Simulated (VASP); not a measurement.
**Sn: relaxation of cell and atoms with r2SCAN**

Sn:

```
CELL_PARAMETERS angstrom
0.00000 3.23334 3.23334
3.23334 0.00000 3.23334
3.23334 3.23334 0.00000
ATOMIC_POSITIONS crystal
Sn 0.00000 0.00000 0.00000
Sn 0.25000 0.25000 0.25000
```

```
Program                : VASP 6.6.1
Task                   : relaxation of cell and atoms
Functional             : r2SCAN
Potentials or basis    : VASP PAW PBE potentials, release 64 (Sn_d)
Cutoff                 : 600 eV
k mesh                 : 7 × 7 × 7
Occupations            : methfessel-paxton, width 0.1 eV
Spin                   : no spin polarisation
Dipole correction      : no
Further INCAR settings : ALGO = Normal; EDIFF = 1e-07; IBRION = 2; EDIFFG = -0.02; NSW = 60; ISIF = 3
```

The relaxed volume is 35.39 Å³/atom, the relaxed cell is a = 4.643 Å, b = 4.643 Å, c = 4.643 Å, α = 60.00°, β = 60.00°, γ = 60.00° and the space group after relaxing (to 0.05 Å) is Fd-3m (No. 227). The energy gained by relaxing is 10.5 meV/atom and the ionic steps are 3. The pressure after relaxing is 0.0 GPa. The band gap on the k mesh is zero (filled and empty bands touch).

The path:
```csv
step,energy change (eV),largest force (eV/Å),pressure (GPa),volume (Å³)
1,0.0000,0.0000,2.23,67.61
2,-0.0167,0.0000,-0.87,72.33
3,-0.0211,0.0000,0.01,70.77
```

Final structure:
```xyz
2
Lattice="0.0000 3.2831 3.2831 3.2831 0.0000 3.2831 3.2831 3.2831 0.0000" Properties=species:S:1:pos:R:3 pbc="T T T"
Sn    0.0000    0.0000    0.0000
Sn    1.6415    1.6415    1.6415
```

Levels at points of the mesh, in eV from the Fermi level:
```tsv
k point	band 12	band 13	band 14	band 15	band 16	band 17
(0.00, 0.00, 0.00)	-0.63	-0.01	-0.01	-0.01	2.20	2.20
```

Wall time 2.7 min on 1 thread of Intel(R) Xeon(R) 6975P-C (Granite Rapids), on a shared host, peak memory 0.27 GiB.

Caveat: the PAW data sets were made with another functional, which shifts forces and pressure a little; spin-orbit coupling is left out, which moves the levels of the heavy elements. Zero-point motion and thermal expansion aren't in these numbers.
